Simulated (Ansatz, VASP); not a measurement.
One calculation of TePb, two programs

INCAR

```
SYSTEM = TePb
PREC = Accurate
ENCUT = 520
EDIFF = 1E-6
ISMEAR = 0
SIGMA = 0.1
LREAL = .FALSE.
LASPH = .TRUE.
NELM = 80
ALGO = Normal
ISIF = 2
LWAVE = .FALSE.
LCHARG = .FALSE.
LDIPOL = .TRUE.
IDIPOL = 3
DIPOL = 0.5 0.5 0.500
GGA = PE
NBANDS = 28
```

File KPOINTS:

```
Automatic mesh
0
G
  4 4 1
  0 0 0
```

The input POSCAR:

```
TePb
1.0
    4.6127116500      0.0000000000      0.0000000000
    0.0000000000      4.6127116500      0.0000000000
    0.0000000000      0.0000000000     18.0000000000
Te Pb
2 2
Direct
    0.0000000000      0.0000000000      0.5894011900
    0.0000000000      0.0000000000      0.4105988100
    0.5000000000      0.0000000000      0.5000000000
    0.0000000000      0.5000000000      0.5000000000
```

Input for Ansatz:

```yaml
crystal:
  lattice:
    - [4.61271165, 0.0, 0.0]
    - [0.0, 4.61271165, 0.0]
    - [0.0, 0.0, 18.0]
  atoms:
    - { symbol: Te, position: [0.0, 0.0, 0.58940119] }
    - { symbol: Te, position: [0.0, 0.0, 0.41059881] }
    - { symbol: Pb, position: [0.5, 0.0, 0.5] }
    - { symbol: Pb, position: [0.0, 0.5, 0.5] }
  periodic: [true, true, false]
basis:
  ecutwfc: 420
kpoints:
  mp_grid: { grid: [4, 4, 1] }
hamiltonian:
  xc: pbe
scf:
  occupations: { method: gaussian, width: 0.1 }
  lower_state_search: "off"
output:
  forces: true
  stress: true
  eigenvalues: true
```

Change from the starting cell: species swapped into a sheet of the SbPd type.

Alike in both runs: task single point; functional PBE; k mesh 4 × 4 × 1; occupations gaussian, width 0.1 eV; no spin polarisation.

|  | VASP | Ansatz |
| --- | --- | --- |
| version | VASP 6.6.1 | Ansatz 0.2.0 |
| potentials or method | VASP PAW PBE potentials, release 64 (Te, Pb_d), cutoff 520 eV | scalar-relativistic, plane waves, PAW |
| valence electrons in the cell | 40 | 60 |

VASP gave:

| Item | Value |
| --- | --- |
| gap on the k mesh at the Fermi level (eV) | none |
| rms of the force components (eV/Å) | 2.147 |

Question: Estimate Ansatz's values.

Answer: gap on the k mesh at the Fermi level (eV): none; rms of the force components (eV/Å): 2.144.

Atom by atom the forces differ by 0.003 eV/Å (rms over components). A gap of «none» marks a metal or a gap that the smearing closes. With one functional, cell and mesh, what is left measures potentials, basis and numerics. VASP's potentials hold 40 valence electrons a cell and Ansatz's 60, so a difference there can come from the potentials and not from the codes. Ansatz's warnings: slab cell height set.

Neither program's run includes spin-orbit coupling.
